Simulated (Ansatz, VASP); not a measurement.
**Two plane-wave programs on SrCl2**

```xyz
3
Lattice="0.0000 3.4884 3.4884 3.4884 0.0000 3.4884 3.4884 3.4884 0.0000" Properties=species:S:1:pos:R:3 pbc="T T T"
Sr    0.0000    0.0000    0.0000
Cl    5.2325    5.2325    5.2325
Cl    1.7442    1.7442    1.7442
```

Alike in both runs: task single point; functional PBE-based screened hybrid with a share of 0.05 of exact exchange and HFSCREEN = 0.2; k mesh 4 × 4 × 4; occupations fermi-dirac, width 0.05 eV; no spin polarisation.

```csv
,VASP,Ansatz
version,VASP 6.6.1,Ansatz 0.2.0
potentials or method,"VASP PAW PBE potentials, release 64 (Sr_sv, Cl)",Ansatz PAW
plane-wave cutoff (eV),400,420
valence electrons in the cell,24,24
```

Ansatz gave:

```
gap on the k mesh at the Fermi level (eV) : 5.60
least direct gap on the mesh (eV)         : 5.77
pressure (GPa)                            : 0.9
```

Problem. Which values does VASP return?

Solution. gap on the k mesh at the Fermi level (eV): 5.59; least direct gap on the mesh (eV): 5.77; pressure (GPa): 0.9.

VASP's potentials were made for PBE, not for PBE-based screened hybrid.
